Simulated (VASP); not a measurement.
# BaS (Pm-3m) in VASP: settings compared

The runs below take BaS through single point, with r2SCAN0, PBE, PBEsol, LDA.

Program: VASP 6.6.1. These are calculated values, not measurements. Logs are shortened: lines on timing, memory, paths and dates and some standing lists are left out, and cuts for length are marked.

## Step 1: The cell of the first run

Symmetry: Pm-3m, No. 221, cubic system. Conventional cell: a = 3.834 Å, b = 3.834 Å, c = 3.834 Å, α = 90.00°, β = 90.00°, γ = 90.00°. Ba (site symmetry m-3m) has 8 S at 3.32 Å and 6 Ba at 3.83 Å within 4.4 Å. S (site symmetry m-3m) has 8 Ba at 3.32 Å and 6 S at 3.83 Å within 4.4 Å.

## Step 2: Single point, r2SCAN0

The input, POSCAR:

```
BaS
1.0
    3.8337582597      0.0000000000      0.0000000000
    0.0000000000      3.8337582597      0.0000000000
    0.0000000000      0.0000000000      3.8337582597
Ba S
1 1
Direct
    0.0000000000      0.0000000000      0.0000000000
    0.5000000000      0.5000000000      0.5000000000
```

The input, INCAR.step1:

```
SYSTEM = BaS
PREC = Accurate
ENCUT = 520
EDIFF = 1E-5
ISMEAR = 0
SIGMA = 0.01
LREAL = .False.
LASPH = .True.
NELM = 60
ALGO = Normal
ISIF = 2
LWAVE = .True.
LCHARG = .False.
GGA = PE
NBANDS = 15
```

The input, INCAR.step2:

```
SYSTEM = BaS
PREC = Accurate
ENCUT = 520
EDIFF = 1E-7
ISMEAR = 0
SIGMA = 0.01
LREAL = .False.
LASPH = .True.
NELM = 60
ALGO = Normal
ISIF = 2
LWAVE = .False.
LCHARG = .False.
METAGGA = R2SCAN
LHFCALC = .True.
AEXX = 0.25
LMIXTAU = .True.
PRECFOCK = Normal
ISTART = 1
NBANDS = 15
```

The input, KPOINTS:

```
regular mesh
0
Gamma
  4 4 4
  0 0 0
```

Potentials or basis: VASP PAW PBE potentials, release 64 (Ba_sv, S).

Run with:

```
cat potpaw_PBE.64/Ba_sv/POTCAR potpaw_PBE.64/S/POTCAR > POTCAR
cp INCAR.step1 INCAR
mpirun -np 1 vasp_std > vasp.out
cp INCAR.step2 INCAR
mpirun -np 1 vasp_std > vasp.out
```

OUTCAR:

```text
SYSTEM = BaS
   PREC = Accurate
   ENCUT = 520
   EDIFF = 1E-7
   ISMEAR = 0
   LREAL = .False.
   LASPH = .True.
   NELM = 60
   ISIF = 2
   METAGGA = R2SCAN
   LHFCALC = .True.
   AEXX = 0.25
   PRECFOCK = Normal
   ISTART = 1

 ion  position               nearest neighbor table
   1  0.000  0.000  0.000-   2 3.32   2 3.32   2 3.32   2 3.32   2 3.32   2 3.32   2 3.32   2 3.32

   2  0.500  0.500  0.500-   1 3.32   1 3.32   1 3.32   1 3.32   1 3.32   1 3.32   1 3.32   1 3.32

  LATTYP: Found a simple cubic cell.
 ALAT       =     3.8337582597

  Lattice vectors:

 A1 = (   3.8337582597,   0.0000000000,   0.0000000000)
 A2 = (   0.0000000000,   3.8337582597,   0.0000000000)
 A3 = (   0.0000000000,   0.0000000000,   3.8337582597)

Analysis of symmetry for initial positions (statically):
=====================================================================
 Subroutine PRICEL returns:
 Original cell was already a primitive cell.

 Routine SETGRP: Setting up the symmetry group for a
 simple cubic supercell.

 Subroutine GETGRP returns: Found 48 space group operations
 (whereof 48 operations were pure point group operations)
 out of a pool of 48 trial point group operations.

The static configuration has the point symmetry O_h .

Analysis of symmetry for dynamics (positions and initial velocities):
=====================================================================
 Subroutine PRICEL returns:
 Original cell was already a primitive cell.

 Routine SETGRP: Setting up the symmetry group for a
 simple cubic supercell.

 Subroutine GETGRP returns: Found 48 space group operations
 (whereof 48 operations were pure point group operations)
 out of a pool of 48 trial point group operations.

The dynamic configuration has the point symmetry O_h .

 Subroutine INISYM returns: Found 48 space group operations
 (whereof 48 operations are pure point group operations),
 and found     1 'primitive' translations

----------------------------------------------------------------------------------------

                                     Primitive cell

  volume of cell :      56.3474

  direct lattice vectors                    reciprocal lattice vectors
     3.833758260  0.000000000  0.000000000     0.260840651  0.000000000  0.000000000
     0.000000000  3.833758260  0.000000000     0.000000000  0.260840651  0.000000000
     0.000000000  0.000000000  3.833758260     0.000000000  0.000000000  0.260840651

  length of vectors
[... 87 lines left out ...]
     AMIX_MAG =   1.60;   BMIX_MAG =  1.00
  volume/ion in A,a.u.               =      28.17       190.13
  Fermi-wavevector in a.u.,A,eV,Ry     =   1.076028  2.033397 15.753309  1.157836
  Thomas-Fermi vector in A             =   2.211901
   LORBIT       =      0    0 simple, 1 ext, 2 COOP (PROOUT), +10 PAW based schemes
   METAGGA = R2SCAN    functional components
   LHFCALC =     T    Hartree Fock is set to
   PRECFOCK=normal    Normal, Fast or Accurate (Low or Medium for compatibility)
   ENCUT4O =  -1.0   cutoff for four orbital integrals eV
   NKREDX  =     1    reduce k-point grid by
   NKREDY  =     1    reduce k-point grid by
   NKREDZ  =     1    reduce k-point grid by
   AEXX    =    0.2500 exact exchange contribution
   HFSCREEN=    0.0000 screening length (either q_TF or 0.3 A-1)
   HFSCREENC=   0.0000 screening length for correlation (either q_TF or 0.3 A-1)
   ENCUTFOCK=  -1.0 apply spherical cutoff to Coloumb kernel
   IVDW    =     0    specifies the selected vdW correction
   LEPSILON=     F    determine dielectric tensor
   LRPA    =     F    only Hartree local field effects (RPA)
 non-spin polarized calculation
 Gauss-broadening in eV      SIGMA  =   0.01
  energy-cutoff  :      520.00
  volume of cell :       56.35
 maximum number of plane-waves:      1568
 NGX is ok and might be reduce to    30
  NGX = 24; NGY = 24; NGZ = 24

 number of electron      15.9999997 magnetization

 Free energy of the ion-electron system (eV)
  ---------------------------------------------------
  ext. energy  EPLUGINS =         0.00000000
  ---------------------------------------------------
  free energy    TOTEN  =       -33.57226923 eV

  energy without entropy =      -33.57226923  energy(sigma->0) =      -33.57226923

 E-fermi :   2.1036     XC(G=0):  -7.7218

 val. band max:        1.9599298034   @ k =   0.5000   0.5000   0.0000
 cond. band min:       5.2579448817   @ k =   0.0000   0.0000   0.0000
 fundamental gap:      3.2980150783
 Fermi energy:         2.1036064243

 k-point     1 :       0.0000    0.0000    0.0000
  band No.  band energies     occupation
      1     -27.6099      2.00000
      2     -11.0281      2.00000
      3     -11.0281      2.00000
      4     -11.0281      2.00000
      5     -10.5796      2.00000
      6       1.8330      2.00000
      7       1.8330      2.00000
      8       1.8330      2.00000
      9       5.2579      0.00000
     10       5.2579      0.00000
     11       8.0531      0.00000
     12      10.7986      0.00000
     13      10.7986      0.00000
     14      10.7986      0.00000
[... 149 lines left out ...]
      2     -11.6841      2.00000
      3     -11.6841      2.00000
      4     -11.6841      2.00000
      5      -9.6719      2.00000
      6      -1.1130      2.00000
      7      -1.1130      2.00000
      8      -1.1130      2.00000
      9      11.7570      0.00000
     10      11.7570      0.00000
     11      11.7570      0.00000
     12      11.9884      0.00000
     13      11.9884      0.00000
     14      11.9884      0.00000
     15      13.5304      0.00000

------------------------ aborting loop because EDIFF is reached ----------------------------------------

  FORCE on cell =-STRESS in cart. coord.  units (eV):
  Direction    XX          YY          ZZ          XY          YZ          ZX
  --------------------------------------------------------------------------------------
  -------------------------------------------------------------------------------------
  Total        0.1574801      0.1574801      0.1574801     -0.0000000     -0.0000000      0.0000000
  in kB        4.4777742      4.4777742      4.4777742     -0.0000000     -0.0000000      0.0000000
  external PRESSURE =       4.4777742 kB  Pullay stress =       0.0000000 kB

 VOLUME and BASIS-vectors are now :
 -----------------------------------------------------------------------------
  energy-cutoff  :      520.00
  volume of cell :       56.35
      direct lattice vectors                 reciprocal lattice vectors
     3.833758260  0.000000000  0.000000000     0.260840651  0.000000000  0.000000000
     0.000000000  3.833758260  0.000000000     0.000000000  0.260840651  0.000000000
     0.000000000  0.000000000  3.833758260     0.000000000  0.000000000  0.260840651

 POSITION                                       TOTAL-FORCE (eV/Angst)
 -----------------------------------------------------------------------------------
      0.00000      0.00000      0.00000         0.000000      0.000000      0.000000
      1.91688      1.91688      1.91688         0.000000      0.000000      0.000000
 -----------------------------------------------------------------------------------
    total drift:                               -0.000000     -0.000000     -0.000000

  FREE ENERGIE OF THE ION-ELECTRON SYSTEM (eV)
  ---------------------------------------------------
  free  energy   TOTEN  =       -33.5722692253 eV

  energy  without entropy=      -33.5722692253  energy(sigma->0) =      -33.57226923
```

OUTCAR.step1:

```text
SYSTEM = BaS
   PREC = Accurate
   ENCUT = 520
   EDIFF = 1E-5
   ISMEAR = 0
   LREAL = .False.
   LASPH = .True.
[... 386 lines left out ...]
      0.00000      0.00000      0.00000         0.000000      0.000000      0.000000
      1.91688      1.91688      1.91688         0.000000      0.000000      0.000000
 -----------------------------------------------------------------------------------
    total drift:                                0.000000     -0.000000     -0.000000

  FREE ENERGIE OF THE ION-ELECTRON SYSTEM (eV)
  ---------------------------------------------------
  free  energy   TOTEN  =        -9.7308382194 eV

  energy  without entropy=       -9.7308382194  energy(sigma->0) =       -9.73083822
```

Run time: 8.6 min. Hardware: 1 thread of Intel Xeon Platinum 8375C at 2.90GHz (Ice Lake), shared host; peak memory 0.19 GiB.

Results:

| Quantity | Value |
| --- | --- |
| Free energy | -33.5723 eV |
| Pressure | 0.4 GPa |
| Band gap on the k mesh | 3.30 eV (least direct gap 3.42 eV) |

Caveat: the PAW data sets were made with another functional, which shifts forces and pressure a little; spin-orbit coupling is left out, which moves the levels of the heavy elements. A k mesh can miss the band edges.

## Step 3: Single point, PBE

The input, INCAR:

```
PREC = Accurate ; ENCUT = 520
EDIFF = 1E-6 ; ISMEAR = 0
SIGMA = 0.01 ; LREAL = F
LASPH = T ; NELM = 60
ALGO = Normal ; ISIF = 2
LWAVE = F ; LCHARG = F
GGA = PE ; NBANDS = 15
```

The input, KPOINTS:

```
Automatic mesh
0
Gamma
  4 4 4
```

POSCAR is that of step 2.

Potentials or basis: VASP PAW PBE potentials, release 64 (Ba_sv, S).

Run with:

```
cat potpaw_PBE.64/Ba_sv/POTCAR potpaw_PBE.64/S/POTCAR > POTCAR
mpirun -np 1 vasp_std > vasp.out
```

Wall time 9.4 s (1 thread of Intel Xeon 8259CL, shared host); peak memory 0.17 GiB.

It converged, with:

- Free energy: -9.7308 eV
- Pressure: 1.3 GPa
- Band gap on the k mesh: 1.42 eV (least direct gap 1.53 eV)

Levels at points of the mesh, in eV from the valence-band top:
| k point | band 5 | band 6 | band 7 | band 8 | band 9 | band 10 | band 11 | band 12 |
| --- | --- | --- | --- | --- | --- | --- | --- | --- |
| (0.00, 0.00, 0.00) | -11.07 | -0.11 | -0.11 | -0.11 | 1.42 | 1.42 | 3.84 | 6.53 |
| (0.50, 0.00, 0.00) | -9.85 | -2.92 | -0.74 | -0.74 | 2.45 | 6.07 | 6.49 | 7.01 |
| (0.50, 0.50, 0.00) | -10.65 | -1.37 | -1.37 | 0.00 | 2.19 | 3.33 | 4.32 | 4.32 |
| (0.50, 0.50, 0.50) | -10.27 | -2.79 | -2.79 | -2.79 | 7.32 | 7.32 | 7.32 | 7.77 |

Caveat: spin-orbit coupling is left out, which moves the levels of the heavy elements. A k mesh can miss the band edges.

## Step 4: Single point, PBEsol

This run uses another cell than the first one, of 26.80 Å³/atom.

The input, INCAR:

```
SYSTEM = BaS
PREC = Accurate
ENCUT = 520
EDIFF = 1E-6
ISMEAR = -1
SIGMA = 0.02
LREAL = .FALSE.
LASPH = .TRUE.
NELM = 100
ALGO = Normal
ISIF = 2
LWAVE = .FALSE.
LCHARG = .FALSE.
GGA = PS
NBANDS = 15
```

The input, KPOINTS:

```
regular mesh
0
G
  6 6 6
  0 0 0
```

The input, POSCAR:

```
BaS
1.0
    3.7705729550      0.0000000000      0.0000000000
    0.0000000000      3.7705729550      0.0000000000
    0.0000000000      0.0000000000      3.7705729550
Ba S
1 1
Direct
    0.0000000000      0.0000000000      0.0000000000
    0.5000000000      0.5000000000      0.5000000000
```

Run with:

```
cat potpaw_PBE.64/Ba_sv/POTCAR potpaw_PBE.64/S/POTCAR > POTCAR
mpirun -np 1 vasp_std > vasp.out
```

It took 15 s on 1 thread of Intel Xeon 8259CL, shared host; peak memory 0.16 GiB.

Results (log left out):

```
Free energy            : -10.3731 eV
Pressure               : 1.2 GPa
Band gap on the k mesh : 1.23 eV (least direct gap 1.31 eV)
```

Levels at points of the mesh, in eV from the valence-band top:
```
           k point  band 5  band 6  band 7  band 8  band 9  band 10  band 11  band 12
(0.00, 0.00, 0.00)  -11.18   -0.08   -0.08   -0.08    1.23     1.23     4.06     6.73
(0.50, 0.00, 0.00)   -9.71   -3.11   -0.81   -0.81    2.34     6.32     6.33     7.30
(0.50, 0.50, 0.00)  -10.74   -1.39   -1.39    0.00    2.09     3.35     4.32     4.32
(0.50, 0.50, 0.50)  -10.29   -3.03   -3.03   -3.03    7.69     7.69     7.69     7.99
```

Caveat: the PAW data sets were made with another functional, which shifts forces and pressure a little; spin-orbit coupling is left out, which moves the levels of the heavy elements. A k mesh can miss the band edges.

## Step 5: Single point, LDA

This run uses another cell than the first one, of 25.97 Å³/atom.

The input, INCAR:

```
ALGO = Normal
EDIFF = 1E-6
ENCUT = 520
GGA = CA
ISIF = 2
ISMEAR = -1
LASPH = True
LCHARG = True
LELF = True
LREAL = False
LVHAR = True
LWAVE = False
NBANDS = 15
NELM = 60
PREC = Accurate
SIGMA = 0.02
```

The input, KPOINTS:

```
k-points
0
Gamma
  6 6 6
```

The input, POSCAR:

```
BaS
1.0
    3.7309188461      0.0000000000      0.0000000000
    0.0000000000      3.7309188461      0.0000000000
    0.0000000000      0.0000000000      3.7309188461
Ba S
1 1
Direct
    0.0000000000      0.0000000000      0.0000000000
    0.5000000000      0.5000000000      0.5000000000
```

Potentials or basis: VASP PAW LDA potentials, release 64 (Ba_sv, S).

Run with:

```
cat potpaw_LDA.64/Ba_sv/POTCAR potpaw_LDA.64/S/POTCAR > POTCAR
mpirun -np 1 vasp_std > vasp.out
```

Run time: 13 s. Hardware: 1 thread of Intel Xeon 8259CL, shared host; peak memory 0.15 GiB.

It converged, with:

```
Free energy            : -10.8710 eV
Pressure               : 1.4 GPa
Band gap on the k mesh : 1.09 eV (least direct gap 1.14 eV)
```

Levels at points of the mesh, in eV from the valence-band top:
```
           k point  band 4  band 5  band 6  band 7  band 8  band 9  band 10  band 11  band 12  band 13
(0.00, 0.00, 0.00)  -11.67  -11.21   -0.05   -0.05   -0.05    1.09     1.09     4.25     6.82     6.82
(0.50, 0.00, 0.00)  -11.50   -9.60   -3.21   -0.86   -0.86    2.23     6.29     6.43     7.44     7.44
(0.50, 0.50, 0.00)  -11.37  -10.76   -1.38   -1.38    0.00    2.02     3.38     4.30     4.30     9.51
(0.50, 0.50, 0.50)  -12.47  -10.27   -3.17   -3.17   -3.17    7.88     7.88     7.88     8.17     8.17
```

Caveat: spin-orbit coupling is left out, which moves the levels of the heavy elements. A k mesh can miss the band edges.

(Part 1 of 2 ends here.)
